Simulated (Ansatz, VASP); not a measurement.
**PbS in VASP and in Ansatz**

INCAR

```
SYSTEM = PbS
PREC     = Accurate       ! precision mode
ENCUT    = 520            ! plane-wave cutoff, eV
EDIFF    = 1E-6           ! SCF threshold, eV
ISMEAR   = 0              ! smearing method
SIGMA    = 0.05           ! smearing width, eV
LREAL    = .FALSE.        ! projectors in reciprocal space
LASPH    = .TRUE.         ! aspherical terms in the spheres
NELM     = 80             ! most SCF steps
ALGO     = Normal         ! electronic algorithm
ISIF     = 2              ! what is computed and relaxed
LWAVE    = .FALSE.        ! write WAVECAR
LCHARG   = .FALSE.        ! write CHGCAR
GGA      = PS             ! functional
NBANDS   = 17             ! bands
```

KPOINTS

```
Automatic mesh
0
G
  10 10 10
  0 0 0
```

Contents of POSCAR:

```
PbS
1.0
    0.0000000000      2.9494337500      2.9494337500
    2.9494337500      0.0000000000      2.9494337500
    2.9494337500      2.9494337500      0.0000000000
Pb S
1 1
Direct
    0.0000000000      0.0000000000      0.0000000000
    0.5000000000      0.5000000000      0.5000000000
```

Input for Ansatz:

```yaml
crystal:
  lattice:
    - [0.0, 2.94943375, 2.94943375]
    - [2.94943375, 0.0, 2.94943375]
    - [2.94943375, 2.94943375, 0.0]
  atoms:
    - { symbol: Pb, position: [0.0, 0.0, 0.0] }
    - { symbol: S, position: [0.5, 0.5, 0.5] }
basis:
  ecutwfc: 420
kpoints:
  mp_grid: { grid: [10, 10, 10] }
hamiltonian:
  xc: pbesol
scf:
  occupations: { method: gaussian, width: 0.05 }
output:
  forces: true
  stress: true
  eigenvalues: true
```

Alike in both runs: task single point; functional PBEsol; k mesh 10 × 10 × 10; occupations gaussian, width 0.05 eV; no spin polarisation.

|  | VASP | Ansatz |
| --- | --- | --- |
| version | VASP 6.6.1 | Ansatz 0.2.0 |
| potentials or method | VASP PAW PBE potentials, release 64 (Pb_d, S), cutoff 520 eV | scalar-relativistic, plane waves, PAW |
| valence electrons in the cell | 20 | 20 |

Ansatz gave:

```
gap on the k mesh at the Fermi level (eV) : 0.18
least direct gap on the mesh (eV)         : 0.18
pressure (GPa)                            : 0.1
```

Question: Estimate VASP's values.

Answer: gap on the k mesh at the Fermi level (eV): 0.19; least direct gap on the mesh (eV): 0.19; pressure (GPa): 0.1.

VASP's potentials were made for PBE, not for PBEsol.

Spin-orbit coupling is off throughout.
